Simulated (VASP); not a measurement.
A run of VASP 6.6.1 is set up as follows.

The input INCAR:

```
SYSTEM = H3C2N
PREC = Accurate
ENCUT = 910
EDIFF = 1E-6
ISMEAR = -1
SIGMA = 0.02
LREAL = Auto
LASPH = .True.
NELM = 120
ALGO = Normal
ISIF = 2
LWAVE = .False.
LCHARG = .True.
GGA = PE
IVDW = 12
LELF = .True.
LVHAR = .True.
NBANDS = 72
GGA_COMPAT = .False.
```

KPOINTS

```
Automatic mesh
0
Gamma
  1 1 1
  0 0 0
```

File POSCAR:

```
H3C2N
1.0
    8.0517480000      0.0000000000      0.0000000000
    0.0000000000      8.0517480000      0.0000000000
    0.0000000000      0.0000000000      8.0517480000
C N H
12 6 18
Direct
    0.6402833273      0.3023939646      0.3605676680
    0.5684479941      0.1729313933      0.4590804382
    0.2472630788      0.5003385600      0.4943398626
    0.0724190573      0.5146832713      0.5421679864
    0.2612724591      0.9387526783      0.8483375287
    0.3319030849      1.0527900277      0.9609217775
    0.6697676082      0.7604063118      0.8658492541
    0.6100787059      0.7068775625      1.0269447082
    0.6214178586      0.3447077579      0.8117616200
    0.7545193913      0.2397243431      0.8807155912
    0.9487505073      0.8865155740      0.2702891347
    1.0076197119      0.7402616177      0.1688453240
    0.4998541932      0.0695501151      0.5312759416
   -0.0691402662      0.5407645644      0.5751918714
    0.3948583587      1.1372809979      1.0610491039
    0.5601516590      0.6628995344      1.1567798694
    0.8636758130      0.1657279885      0.9450246083
    1.0579938667      0.6380602075      0.0843916129
    0.7490423198      0.3536747548      0.4259199369
    0.6763500298      0.2499829851      0.2362344177
    0.5568107695      0.4071041468      0.3354054300
    0.3079455542      0.6117926194      0.5268669611
    0.3058963097      0.3964853346      0.5652437210
    0.2692831420      0.4842799352      0.3628528861
    0.2626013631      0.8107680469      0.8988110408
    0.1328283001      0.9810788912      0.8274600745
    0.3254821189      0.9447762151      0.7271216138
    0.7813955429      0.6887200146      0.8321174483
    0.5635173878      0.7411930925      0.7746268264
    0.7196946551      0.8899806601      0.8573417847
    0.5542150599      0.4111529571      0.9137643155
    0.6747478933      0.4374950632      0.7364736204
    0.5395101784      0.2697923482      0.7351322967
    0.8821686918      0.8544355834      0.3929333109
    1.0572114279      0.9673303238      0.2963828476
    0.8608938084      0.9603007943      0.1926041401
```

Potentials or basis: VASP PAW PBE potentials, release 64 (C_h, N_h, H_h).

The run is started by

```console
$ cat potpaw_PBE.64/C_h/POTCAR potpaw_PBE.64/N_h/POTCAR potpaw_PBE.64/H_h/POTCAR > POTCAR
$ mpirun -np 1 vasp_gam > vasp.out
```

What does it give for the pressure?

-1.3 GPa.

Estimate the dispersion energy per atom.

-0.045 eV.

Estimate the band gap on the k mesh.

6.25 eV.

Stress tensor (GPa, compression positive):
```
-2.37  1.22  0.23
 1.22 -0.22  0.52
 0.23  0.52 -1.27
```

Caveat: the k points lie up to 0.78 Å⁻¹ apart; the cutoff is under 1.25 times the usual one of these potentials, so pressure, stress and relaxed cells hold a basis-set (Pulay) error.
